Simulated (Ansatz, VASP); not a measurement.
**Cu: VASP beside Ansatz**

The input POSCAR:

```
Cu
1.0
   -1.4427933200      1.4427933200      1.3760814500
    1.4427933200     -1.4427933200      1.3760814500
    1.4427933200      1.4427933200     -1.3760814500
Cu
1
Direct
    0.0000000000      0.0000000000      0.0000000000
```

Contents of INCAR.step1:

```
PREC = Accurate
ENCUT = 520
ISMEAR = -1
SIGMA = 0.05
LREAL = F
LASPH = T
NELM = 60
NBANDS = 12
GGA = PE
ALGO = Normal
EDIFF = 1E-4
LWAVE = T
LCHARG = F
```

File INCAR.step2:

```
PREC = Accurate
ENCUT = 520
EDIFF = 1E-6
ISMEAR = -1
SIGMA = 0.05
LREAL = F
LASPH = T
NELM = 60
ALGO = Normal
ISIF = 2
LWAVE = F
LCHARG = T
METAGGA = R2SCAN
LMIXTAU = T
LELF = T
LVHAR = T
NBANDS = 12
ISTART = 1
```

KPOINTS

```
Automatic mesh
0
Gamma
  13 13 13
```

Contents of input.yaml:

```yaml
crystal:
  lattice:
    - [-1.44279332, 1.44279332, 1.37608145]
    - [1.44279332, -1.44279332, 1.37608145]
    - [1.44279332, 1.44279332, -1.37608145]
  atoms:
    - { symbol: Cu, position: [0.0, 0.0, 0.0] }
hamiltonian:
  xc: r2scan
  pseudopotentials: { kind: paw }
kpoints:
  mp_grid: { grid: [13, 13, 13] }
  band_path:
    path:
      - [[0.0, 0.0, 0.0], [0.0, 0.0, 0.5], [-0.5, 0.5, 0.5], [0.0, 0.0, 0.0], [0.4774154906, 0.4774154906, -0.4774154906], [0.25, 0.25, 0.25], [0.0, 0.5, 0.0], [-0.4774154906, 0.5225845094, 0.4774154906], [-0.5, 0.5, 0.5]]
      - [[0.0, 0.0, 0.5], [0.25, 0.25, 0.25]]
    npoints: 14
scf:
  occupations: { method: fermi_dirac, width: 0.05 }
  n_extra_bands: 6
output:
  forces: true
  stress: true
  eigenvalues: true
  fatbands: true
```

Alike in both runs: functional r2SCAN; k mesh 13 × 13 × 13; occupations fermi-dirac, width 0.05 eV; no spin polarisation.

```csv
,VASP,Ansatz
version,VASP 6.6.1,Ansatz 0.2.0
potentials or method,"VASP PAW PBE potentials, release 64 (Cu)",Ansatz PAW
plane-wave cutoff (eV),520,500
valence electrons in the cell,11,19
task,single point,band structure
```

Ansatz gave:

| Item | Value |
| --- | --- |
| gap on the k mesh at the Fermi level (eV) | none |
| pressure (GPa) | 0.3 |
| traceless stress, the component that is largest in VASP (GPa) | 0.09 |

Question: Which values does VASP return?

Answer: gap on the k mesh at the Fermi level (eV): none; pressure (GPa): 1.0; traceless stress, the component that is largest in VASP (GPa): -0.03.

VASP's potentials were made for PBE, not for r2SCAN. A gap of «none» marks a metal or a gap that the smearing closes. The functional is the same, so the differences come from potentials, cutoffs and numerics. VASP's potentials hold 11 valence electrons a cell and Ansatz's 19, so a difference there can come from the potentials and not from the codes.
